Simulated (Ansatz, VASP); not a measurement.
**KCl in VASP and in Ansatz**

Contents of INCAR:

```
SYSTEM = KCl
PREC = Accurate
ENCUT = 400
EDIFF = 1E-8
ISMEAR = -1
SIGMA = 0.02
LREAL = .False.
LASPH = .True.
NELM = 120
ALGO = Normal
ISIF = 2
LWAVE = .False.
LCHARG = .False.
GGA = PE
LEFG = .True.
NBANDS = 15
GGA_COMPAT = .False.
```

Contents of KPOINTS:

```
regular mesh
0
Gamma
  7 7 7
  0 0 0
```

File POSCAR:

```
KCl
1.0
    3.6580669265      0.0000000000      0.0000000000
    0.0000000000      3.6580669265      0.0000000000
    0.0000000000      0.0000000000      3.6580669265
K Cl
1 1
Direct
    0.0000000000      0.0000000000      0.0000000000
    0.5000000000      0.5000000000      0.5000000000
```

Input for Ansatz:

```yaml
crystal:
  lattice:
    - [3.6580669265, 0.0, 0.0]
    - [0.0, 3.6580669265, 0.0]
    - [0.0, 0.0, 3.6580669265]
  atoms:
    - { symbol: K, position: [0.0, 0.0, 0.0] }
    - { symbol: Cl, position: [0.5, 0.5, 0.5] }
kpoints:
  mp_grid: { grid: [7, 7, 7] }
scf:
  occupations: { method: fermi_dirac, width: 0.02 }
hamiltonian:
  xc: pbe
  pseudopotentials: { kind: paw }
output:
  forces: true
  stress: true
  eigenvalues: true
  efg: { contact_densities: true }
```

Change from the starting cell: volume scaled by 1.02, PAW files.

Alike in both runs: task electric field gradients; functional PBE; k mesh 7 × 7 × 7; occupations fermi-dirac, width 0.02 eV; no spin polarisation.

|  | VASP | Ansatz |
| --- | --- | --- |
| version | VASP 6.6.1 | Ansatz 0.2.0 |
| potentials or method | VASP PAW PBE potentials, release 64 (K_sv, Cl) | PAW with Ansatz's default frozen-core files, scalar-relativistic |
| plane-wave cutoff (eV) | 400 | 420 |
| valence electrons in the cell | 16 | 16 |

```tsv
	VASP	Ansatz	Ansatz less VASP
gap on the k mesh at the Fermi level (eV)	5.50	5.51	+0.005
pressure (GPa)	3.8	3.7	-0.06
```
